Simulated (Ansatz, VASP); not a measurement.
**One calculation of La3Hf, two programs**

Contents of INCAR:

```
SYSTEM = La3Hf
ALGO = Normal
EDIFF = 1E-6
ENCUT = 520
GGA = PE
ISIF = 2
ISMEAR = -1
LASPH = .True.
LCHARG = .False.
LREAL = .False.
LWAVE = .False.
NBANDS = 30
NELM = 60
PREC = Accurate
SIGMA = 0.1
```

File KPOINTS:

```
k-points
0
Gamma
  2 2 2
  0 0 0
```

The input POSCAR:

```
La3Hf
1.0
    5.0451320000      0.0000000000      0.0000000000
    0.0000000000      5.0451320000      0.0000000000
    0.0000000000      0.0000000000      5.0451320000
La Hf
3 1
Direct
    0.0000000000      0.5000000000      0.5000000000
    0.5000000000      0.0000000000      0.5000000000
    0.5000000000      0.5000000000      0.0000000000
    0.0000000000      0.0000000000      0.0000000000
```

Input for Ansatz:

```yaml
crystal:
  lattice:
    - [5.045132, 0.0, 0.0]
    - [0.0, 5.045132, 0.0]
    - [0.0, 0.0, 5.045132]
  atoms:
    - { symbol: La, position: [0.0, 0.5, 0.5] }
    - { symbol: La, position: [0.5, 0.0, 0.5] }
    - { symbol: La, position: [0.5, 0.5, 0.0] }
    - { symbol: Hf, position: [0.0, 0.0, 0.0] }
kpoints:
  mp_grid:
    grid: [2, 2, 2]
hamiltonian:
  xc: pbe
scf:
  convergence:
    dr2_threshold: 1.0e-08
  occupations:
    method: fermi_dirac
output:
  forces: true
  stress: true
```

Alike in both runs: task single point; functional PBE; k mesh 2 × 2 × 2; no spin polarisation.

|  | VASP | Ansatz |
| --- | --- | --- |
| version | VASP 6.6.1 | Ansatz 0.2.0 |
| potentials or method | VASP PAW PBE potentials, release 64 (La, Hf_pv) | plane waves, PAW |
| plane-wave cutoff (eV) | 520 | 420 |
| occupations | fermi-dirac, width 0.1 eV | fermi-dirac |
| valence electrons in the cell | 43 | 59 |

|  | VASP | Ansatz | Ansatz less VASP |
| --- | --- | --- | --- |
| pressure (GPa) | 3.0 | 2.9 | -0.01 |

VASP's potentials hold 43 valence electrons a cell and Ansatz's 59, so a difference there can come from the potentials and not from the codes. Ansatz's warnings: stress scf threshold loose.

The k mesh is coarse, so the values compare programs but aren't converged. Spin-orbit coupling is off throughout.
